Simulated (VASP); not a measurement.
# LiCaSc (P-6m2) in VASP: further runs

The runs below take LiCaSc through single point, with PBE.

Program: VASP 6.6.1. These are calculated values, not measurements. Logs are shortened: lines on timing, memory, paths and dates and some standing lists are left out, and cuts for length are marked.

### 1 The cell of the first run

It takes space group P-6m2 (No. 187, hexagonal). Conventional cell: a = 4.063 Å, b = 4.063 Å, c = 4.360 Å, α = 90.00°, β = 90.00°, γ = 120.00°. Within 3.1 Å of Li (site symmetry -6m2) lie 3 Sc at 2.35 Å. Within 4.2 Å of Ca (site symmetry -6m2) lie 6 Sc at 3.20 Å and 6 Li at 3.20 Å and 6 Ca at 4.06 Å. Within 3.1 Å of Sc (site symmetry -6m2) lie 3 Li at 2.35 Å.

### 2 Single point, PBE (volume scaled by 1.04)

Contents of INCAR:

```
PREC = Accurate ; ENCUT = 520
EDIFF = 1E-6 ; ISMEAR = -1
SIGMA = 0.05 ; LREAL = False
LASPH = True ; NELM = 60
ALGO = Normal ; ISIF = 2
LWAVE = False ; LCHARG = True
GGA = PE ; LELF = True
LVHAR = True ; NBANDS = 19
```

Contents of KPOINTS:

```
Automatic mesh
0
Gamma
  8 8 6
```

Contents of POSCAR:

```
LiCaSc
1.0
    4.0625739127      0.0000000000      0.0000000000
   -2.0312869564      3.5182922090      0.0000000000
    0.0000000000      0.0000000000      4.3598218728
Li Ca Sc
1 1 1
Direct
    0.0000000000      0.0000000000      0.5000000000
    0.6666666700      0.3333333300      0.0000000000
    0.3333333300      0.6666666700      0.5000000000
```

Potentials or basis: VASP PAW PBE potentials, release 64 (Li_sv, Ca_sv, Sc_sv).

The run is started by

```console
cat potpaw_PBE.64/Li_sv/POTCAR potpaw_PBE.64/Ca_sv/POTCAR potpaw_PBE.64/Sc_sv/POTCAR > POTCAR
mpirun -np 1 vasp_std > vasp.out
```

OUTCAR:

```text
PREC = Accurate
   ENCUT = 520
   EDIFF = 1E-6
   ISMEAR = -1
   LREAL = False
   LASPH = True
   NELM = 60
   ISIF = 2
   GGA = PE

 ion  position               nearest neighbor table
   1  0.000  0.000  0.500-   3 2.35   3 2.35   3 2.35
   2  0.667  0.333  0.000-   3 3.20   3 3.20   3 3.20   3 3.20   3 3.20   3 3.20
   3  0.333  0.667  0.500-   1 2.35   1 2.35   1 2.35   2 3.20   2 3.20   2 3.20   2 3.20   2 3.20
                             2 3.20

  LATTYP: Found a hexagonal cell.
 ALAT       =     4.0625739127
 C/A-ratio  =     1.0731673974

  Lattice vectors:

 A1 = (   4.0625739127,   0.0000000000,   0.0000000000)
 A2 = (  -2.0312869564,   3.5182922090,   0.0000000000)
 A3 = (   0.0000000000,   0.0000000000,   4.3598218728)

Analysis of symmetry for initial positions (statically):
=====================================================================
 Subroutine PRICEL returns:
 Original cell was already a primitive cell.

 Routine SETGRP: Setting up the symmetry group for a
 hexagonal supercell.

 Subroutine GETGRP returns: Found 12 space group operations
 (whereof 12 operations were pure point group operations)
 out of a pool of 24 trial point group operations.

The static configuration has the point symmetry D_3h.

Analysis of symmetry for dynamics (positions and initial velocities):
=====================================================================
 Subroutine PRICEL returns:
 Original cell was already a primitive cell.

 Routine SETGRP: Setting up the symmetry group for a
 hexagonal supercell.

 Subroutine GETGRP returns: Found 12 space group operations
 (whereof 12 operations were pure point group operations)
 out of a pool of 24 trial point group operations.

The dynamic configuration has the point symmetry D_3h.

 Subroutine INISYM returns: Found 12 space group operations
 (whereof 12 operations are pure point group operations),
 and found     1 'primitive' translations

----------------------------------------------------------------------------------------

                                     Primitive cell

  volume of cell :      62.3163

  direct lattice vectors                    reciprocal lattice vectors
     4.062573913  0.000000000  0.000000000     0.246149368  0.142114404  0.000000000
    -2.031286956  3.518292209  0.000000000     0.000000000  0.284228808  0.000000000
     0.000000000  0.000000000  4.359821873     0.000000000  0.000000000  0.229367169

  length of vectors
     4.062573913  4.062573909  4.359821873     0.284228808  0.284228808  0.229367169

  position of ions in fractional coordinates (direct lattice)
     0.000000000  0.000000000  0.500000000
     0.666666670  0.333333330  0.000000000
     0.333333330  0.666666670  0.500000000

  ion indices of the primitive-cell ions
   primitive index   ion index
                 1           1
                 2           2
                 3           3

----------------------------------------------------------------------------------------

 KPOINTS: Automatic mesh

Automatic generation of k-mesh.
 Grid dimensions read from file:
 generate k-points for:    8    8    6

 Generating k-lattice:

  Cartesian coordinates                     Fractional coordinates (reciprocal lattice)
     0.030768671  0.017764300  0.000000000     0.125000000  0.000000000  0.000000000
     0.000000000  0.035528601  0.000000000     0.000000000  0.125000000  0.000000000
     0.000000000  0.000000000  0.038227861     0.000000000  0.000000000  0.166666667

  Length of vectors
     0.035528601  0.035528601  0.038227861

  Shift w.r.t. Gamma in fractional coordinates (k-lattice)
     0.000000000  0.000000000  0.000000000

 Subroutine IBZKPT returns following result:
 ===========================================

 Found     40 irreducible k-points:

 Following reciprocal coordinates:
            Coordinates               Weight
  0.000000  0.000000  0.000000      1.000000
  0.125000  0.000000  0.000000      6.000000
  0.250000  0.000000  0.000000      6.000000
  0.375000 -0.000000  0.000000      6.000000
  0.500000  0.000000  0.000000      3.000000
  0.125000  0.125000  0.000000      6.000000
[... 16 lines left out ...]
  0.250000  0.000000  0.333333     12.000000
  0.375000 -0.000000  0.333333     12.000000
 [... further k-points ...]
   k-points           NKPTS =     40   k-points in BZ     NKDIM =     40   number of bands    NBANDS=     19
   number of dos      NEDOS =    301   number of ions     NIONS =      3
   total plane-waves  NPLWV =  28800
   dimension x,y,z NGX =    30 NGY =   30 NGZ =   32
   dimension x,y,z NGXF=    60 NGYF=   60 NGZF=   64
   ions per type =               1   1   1
   NGX,Y,Z   is equivalent  to a cutoff of  12.28, 12.28, 12.20 a.u.
   NGXF,Y,Z  is equivalent  to a cutoff of  24.55, 24.55, 24.40 a.u.
 SYSTEM =  unknown system
   PREC   = accura    normal or accurate (medium, high low for compatibility)
   ISTART =      0    job   : 0-new  1-cont  2-samecut
   ICHARG =      2    charge: 1-file 2-atom 10-const
   ISPIN  =      1    spin polarized calculation?
   LNONCOLLINEAR =      F non collinear calculations
   LSORBIT =      F    spin-orbit coupling
   LASPH  =      T    aspherical Exc in radial PAW
   ENCUT  =  520.0 eV  38.22 Ry    6.18 a.u.   7.55  7.55  8.11*2*pi/ulx,y,z
   NELM   =     60;   NELMIN=  2; NELMDL= -5     # of ELM steps
   EDIFF  = 0.1E-05   stopping-criterion for ELM
   LREAL  =      F    real-space projection
   EDIFFG = 0.1E-04   stopping-criterion for IOM
   NSW    =      0    number of steps for IOM
   IBRION =     -1    ionic relax: 0-MD 1-quasi-New 2-CG
   NFREE  =      0    steps in history (QN), initial steepest desc. (CG)
   ISIF   =      2    stress and relaxation
   ISYM   =      2    0-nonsym 1-usesym 2-fastsym
   POTIM  = 0.5000    time-step for ionic-motion
   TEBEG  =    0.0;   TEEND  =   0.0 temperature during run
   PSTRESS=    0.0 pullay stress
   NELECT =      24.0000    total number of electrons
   NUPDOWN=      -1.0000    fix difference up-down
   EMIN   =  10.00;   EMAX   =-10.00  energy-range for DOS
   EFERMI =   0.00;   METHOD = LEGACY
   ISMEAR =    -1;   SIGMA  =   0.05  broadening in eV -4-tet -1-fermi 0-gaus
   EFERMI_NEDOS =   21; number of points for ismear=-14 and -15
   IALGO  =     38    algorithm
   IMIX   =      4    mixing-type and parameters
     AMIX     =   0.40;   BMIX     =  1.00
     AMIX_MAG =   1.60;   BMIX_MAG =  1.00
  volume/ion in A,a.u.               =      20.77       140.18
  Fermi-wavevector in a.u.,A,eV,Ry     =   1.191090  2.250834 19.302525  1.418696
  Thomas-Fermi vector in A             =   2.327160
   LORBIT       =      0    0 simple, 1 ext, 2 COOP (PROOUT), +10 PAW based schemes
   GGA     = PE    functional components
   LHFCALC =     F    Hartree Fock is set to
   AEXX    =    0.0000 exact exchange contribution
   IVDW    =     0    specifies the selected vdW correction
   LEPSILON=     F    determine dielectric tensor
   LRPA    =     F    only Hartree local field effects (RPA)
 non-spin polarized calculation
  energy-cutoff  :      520.00
  volume of cell :       62.32
 maximum number of plane-waves:      1704
   NGX = 15   NGY = 15   NGZ = 17

 number of electron      24.0000006 magnetization

 Free energy of the ion-electron system (eV)
  ---------------------------------------------------
  ext. energy  EPLUGINS =         0.00000000
  ---------------------------------------------------
  free energy    TOTEN  =        -7.46069361 eV

  energy without entropy =       -7.41154717  energy(sigma->0) =       -7.43612039

 E-fermi :   3.5746     XC(G=0):  -9.3752

 val. band max:        3.5737214824   @ k =   0.3750   0.2500   0.5000
 cond. band min:       3.5808221470   @ k =   0.0000   0.0000   0.1667
 fundamental gap:      0.0071006645
 Fermi energy:         3.5745978881

 k-point     1 :       0.0000    0.0000    0.0000
  band No.  band energies     occupation
      1     -45.9438      2.00000
      2     -42.6104      2.00000
      3     -36.7718      2.00000
      4     -24.6737      2.00000
      5     -24.6113      2.00000
      6     -24.6113      2.00000
[... 11 lines left out ...]
     18       6.6315      0.00000
     19       7.3070      0.00000

 k-point     2 :       0.1250    0.0000    0.0000
  band No.  band energies     occupation
      1     -45.9424      2.00000
      2     -42.6121      2.00000
      3     -36.7710      2.00000
      4     -24.6725      2.00000
      5     -24.6142      2.00000
      6     -24.6130      2.00000
[... 11 lines left out ...]
     18       6.7482      0.00000
     19       7.4544      0.00000

 k-point     3 :       0.2500    0.0000    0.0000
  band No.  band energies     occupation
      1     -45.9390      2.00000
      2     -42.6162      2.00000
      3     -36.7690      2.00000
      4     -24.6698      2.00000
      5     -24.6210      2.00000
      6     -24.6170      2.00000
[... 11 lines left out ...]
     18       7.0284      0.00000
     19       7.3876      0.00000

 k-point     4 :       0.3750   -0.0000    0.0000
  band No.  band energies     occupation
      1     -45.9356      2.00000
      2     -42.6201      2.00000
      3     -36.7670      2.00000
      4     -24.6671      2.00000
      5     -24.6279      2.00000
      6     -24.6210      2.00000
[... 407 lines left out ...]
     18       7.3706      0.00000
     19       7.8026      0.00000

 k-point    23 :       0.2500    0.0000    0.3333
  band No.  band energies     occupation
      1     -45.9386      2.00000
      2     -42.6161      2.00000
      3     -36.7685      2.00000
      4     -24.6762      2.00000
      5     -24.6216      2.00000
      6     -24.6156      2.00000
[... 11 lines left out ...]
     18       7.1345      0.00000
     19       7.5137      0.00000

 k-point    24 :       0.3750   -0.0000    0.3333
  band No.  band energies     occupation
      1     -45.9352      2.00000
      2     -42.6201      2.00000
      3     -36.7662      2.00000
      4     -24.6757      2.00000
      5     -24.6297      2.00000
      6     -24.6195      2.00000
[... 11 lines left out ...]
     18       6.5453      0.00000
     19       6.9120      0.00000

 [... further k-points ...]

------------------------ aborting loop because EDIFF is reached ----------------------------------------

  FORCE on cell =-STRESS in cart. coord.  units (eV):
  Direction    XX          YY          ZZ          XY          YZ          ZX
  --------------------------------------------------------------------------------------
  -------------------------------------------------------------------------------------
  Total        6.2852391      6.2852391      3.8161611     -0.0000000      0.0000000      0.0000000
  in kB      161.5959445    161.5959442     98.1149881     -0.0000000      0.0000000      0.0000000
  external PRESSURE =     140.4356256 kB  Pullay stress =       0.0000000 kB

 VOLUME and BASIS-vectors are now :
 -----------------------------------------------------------------------------
  energy-cutoff  :      520.00
  volume of cell :       62.32
      direct lattice vectors                 reciprocal lattice vectors
     4.062573913  0.000000000  0.000000000     0.246149368  0.142114404  0.000000000
    -2.031286956  3.518292209  0.000000000     0.000000000  0.284228808  0.000000000
     0.000000000  0.000000000  4.359821873     0.000000000  0.000000000  0.229367169

 POSITION                                       TOTAL-FORCE (eV/Angst)
 -----------------------------------------------------------------------------------
      0.00000      0.00000      2.17991         0.000000      0.000000      0.000000
      2.03129      1.17276      0.00000        -0.000000     -0.000000      0.000000
     -0.00000      2.34553      2.17991         0.000000     -0.000000      0.000000
 -----------------------------------------------------------------------------------
    total drift:                                0.000005     -0.000003     -0.000000

  FREE ENERGIE OF THE ION-ELECTRON SYSTEM (eV)
  ---------------------------------------------------
  free  energy   TOTEN  =        -7.4606936111 eV

  energy  without entropy=       -7.4115471683  energy(sigma->0) =       -7.43612039
```

Run time: 54 s. Hardware: 1 thread of Intel Xeon 6975P-C, shared host; peak memory 0.21 GiB.

Results:

| Item | Value |
| --- | --- |
| Free energy | -7.4607 eV |
| Band gap on the k mesh | zero (band 12 reaches 3.67 eV, above the bottom of band 13 at 3.40 eV) |

Levels at points of the mesh, in eV from the Fermi level:
```tsv
k point	band 8	band 9	band 10	band 11	band 12	band 13	band 14	band 15	band 16	band 17
(0.00, 0.00, 0.00)	-21.40	-21.39	-4.52	-0.71	0.09	0.09	1.58	1.58	2.24	3.06
(0.50, 0.00, 0.00)	-21.42	-21.39	-2.31	-1.19	-0.55	0.09	0.99	1.81	2.09	2.94
(0.00, 0.00, 0.50)	-21.40	-21.40	-2.63	-2.50	-0.13	-0.13	0.87	0.87	1.98	4.17
(0.50, 0.00, 0.50)	-21.42	-21.41	-1.37	-1.32	0.05	0.40	1.20	1.85	1.93	2.02
```

Caveat: the cutoff is under 1.25 times the usual one of these potentials, so pressure, stress and relaxed cells hold a basis-set (Pulay) error.

### 3 Single point, PBE (volume scaled by 1.06)

Contents of INCAR:

```
PREC = Accurate
ENCUT = 520
EDIFF = 1E-6
ISMEAR = -1
SIGMA = 0.05
LREAL = F
LASPH = T
NELM = 100
ALGO = Normal
ISIF = 2
LWAVE = F
LCHARG = F
GGA = PE
NBANDS = 19
```

KPOINTS is that of step 2.

Contents of POSCAR:

```
LiCaSc
1.0
    4.0884508773      0.0000000000      0.0000000000
   -2.0442254387      3.5407023177      0.0000000000
    0.0000000000      0.0000000000      4.3875921876
Li Ca Sc
1 1 1
Direct
    0.0000000000      0.0000000000      0.5000000000
    0.6666666700      0.3333333300      0.0000000000
    0.3333333300      0.6666666700      0.5000000000
```

Potentials or basis: VASP PAW PBE potentials, release 64 (Li_sv, Ca_sv, Sc_sv).

The run is started by

```console
cat potpaw_PBE.64/Li_sv/POTCAR potpaw_PBE.64/Ca_sv/POTCAR potpaw_PBE.64/Sc_sv/POTCAR > POTCAR
mpirun -np 1 vasp_std > vasp.out
```

OUTCAR:

```text
PREC = Accurate
   ENCUT = 520
   EDIFF = 1E-6
   ISMEAR = -1
   LREAL = F
   LASPH = T
   NELM = 100
   ISIF = 2
   GGA = PE

 ion  position               nearest neighbor table
   1  0.000  0.000  0.500-   3 2.36   3 2.36   3 2.36
   2  0.667  0.333  0.000-   3 3.22   3 3.22   3 3.22   3 3.22   3 3.22   3 3.22
   3  0.333  0.667  0.500-   1 2.36   1 2.36   1 2.36   2 3.22   2 3.22   2 3.22   2 3.22   2 3.22
                             2 3.22

  LATTYP: Found a hexagonal cell.
 ALAT       =     4.0884508773
 C/A-ratio  =     1.0731673975

  Lattice vectors:

 A1 = (   4.0884508773,   0.0000000000,   0.0000000000)
 A2 = (  -2.0442254387,   3.5407023177,   0.0000000000)
 A3 = (   0.0000000000,   0.0000000000,   4.3875921876)

Analysis of symmetry for initial positions (statically):
=====================================================================
 Subroutine PRICEL returns:
 Original cell was already a primitive cell.

 Routine SETGRP: Setting up the symmetry group for a
 hexagonal supercell.

 Subroutine GETGRP returns: Found 12 space group operations
[... 159 lines left out ...]
  ---------------------------------------------------
  ext. energy  EPLUGINS =         0.00000000
  ---------------------------------------------------
  free energy    TOTEN  =        -7.56257397 eV

  energy without entropy =       -7.51303630  energy(sigma->0) =       -7.53780514

 E-fermi :   3.4708     XC(G=0):  -9.3043

 val. band max:        3.4480363009   @ k =   0.3750   0.2500   0.5000
 cond. band min:       3.4845917077   @ k =   0.3750   0.1250   0.1667
 fundamental gap:      0.0365554068
 Fermi energy:         3.4707648851

 k-point     1 :       0.0000    0.0000    0.0000
  band No.  band energies     occupation
      1     -46.0925      2.00000
      2     -42.6920      2.00000
      3     -36.9258      2.00000
      4     -24.8199      2.00000
      5     -24.7557      2.00000
      6     -24.7557      2.00000
[... 505 lines left out ...]
      6     -24.7632      2.00000
[... 11 lines left out ...]
     18       6.3935      0.00000
     19       6.7595      0.00000

 [... further k-points ...]
[... 5 lines left out ...]
  --------------------------------------------------------------------------------------
  -------------------------------------------------------------------------------------
  Total        5.9797569      5.9797569      3.5014762     -0.0000000      0.0000000      0.0000000
  in kB      150.8410883    150.8410880     88.3257453     -0.0000000      0.0000000      0.0000000
  external PRESSURE =     130.0026405 kB  Pullay stress =       0.0000000 kB

 VOLUME and BASIS-vectors are now :
 -----------------------------------------------------------------------------
  energy-cutoff  :      520.00
  volume of cell :       63.51
      direct lattice vectors                 reciprocal lattice vectors
     4.088450877  0.000000000  0.000000000     0.244591419  0.141214922  0.000000000
    -2.044225439  3.540702318  0.000000000     0.000000000  0.282429843  0.000000000
     0.000000000  0.000000000  4.387592188     0.000000000  0.000000000  0.227915439

 POSITION                                       TOTAL-FORCE (eV/Angst)
 -----------------------------------------------------------------------------------
      0.00000      0.00000      2.19380         0.000000     -0.000000      0.000000
      2.04423      1.18023      0.00000         0.000000      0.000000      0.000000
     -0.00000      2.36047      2.19380        -0.000000      0.000000      0.000000
 -----------------------------------------------------------------------------------
    total drift:                                0.000005     -0.000003     -0.000000

  FREE ENERGIE OF THE ION-ELECTRON SYSTEM (eV)
  ---------------------------------------------------
  free  energy   TOTEN  =        -7.5625739739 eV

  energy  without entropy=       -7.5130363028  energy(sigma->0) =       -7.53780514
```

OSZICAR:

```text
N       E                     dE             d eps       ncg     rms          rms(c)
DAV:   1     0.285174909396E+03    0.28517E+03   -0.12163E+04  1520   0.130E+03
DAV:   2     0.968023925699E+01   -0.27549E+03   -0.27225E+03  1528   0.447E+02
DAV:   3    -0.699375573340E+01   -0.16674E+02   -0.16463E+02  2873   0.101E+02
DAV:   4    -0.877176798385E+01   -0.17780E+01   -0.17445E+01  2448   0.251E+01
DAV:   5    -0.894911749734E+01   -0.17735E+00   -0.17702E+00  2511   0.694E+00    0.654E+00
DAV:   6    -0.765095372212E+01    0.12982E+01   -0.50353E+00  2237   0.198E+01    0.245E+00
DAV:   7    -0.758687965006E+01    0.64074E-01   -0.41030E-01  2600   0.501E+00    0.144E+00
DAV:   8    -0.756712711803E+01    0.19753E-01   -0.14143E-01  2304   0.255E+00    0.483E-01
DAV:   9    -0.756649649431E+01    0.63062E-03   -0.74712E-02  2367   0.233E+00    0.410E-01
DAV:  10    -0.756253137554E+01    0.39651E-02   -0.15026E-02  2192   0.953E-01    0.572E-02
DAV:  11    -0.756261475365E+01   -0.83378E-04   -0.39218E-04  2335   0.169E-01    0.384E-02
DAV:  12    -0.756257465521E+01    0.40098E-04   -0.15091E-04  2285   0.982E-02    0.429E-03
DAV:  13    -0.756257397390E+01    0.68131E-06   -0.37408E-06  1898   0.168E-02
   1 F= -.75625740E+01 E0= -.75378051E+01  d E =-.495377E-01
```

Run time: 54 s. Hardware: 1 thread of Intel Xeon 6975P-C, shared host; peak memory 0.21 GiB.

What came out:

- Free energy: -7.5626 eV
- Band gap on the k mesh: zero (band 12 reaches 3.57 eV, above the bottom of band 13 at 3.32 eV)

Caveat: the cutoff is under 1.25 times the usual one of these potentials, so pressure, stress and relaxed cells hold a basis-set (Pulay) error.
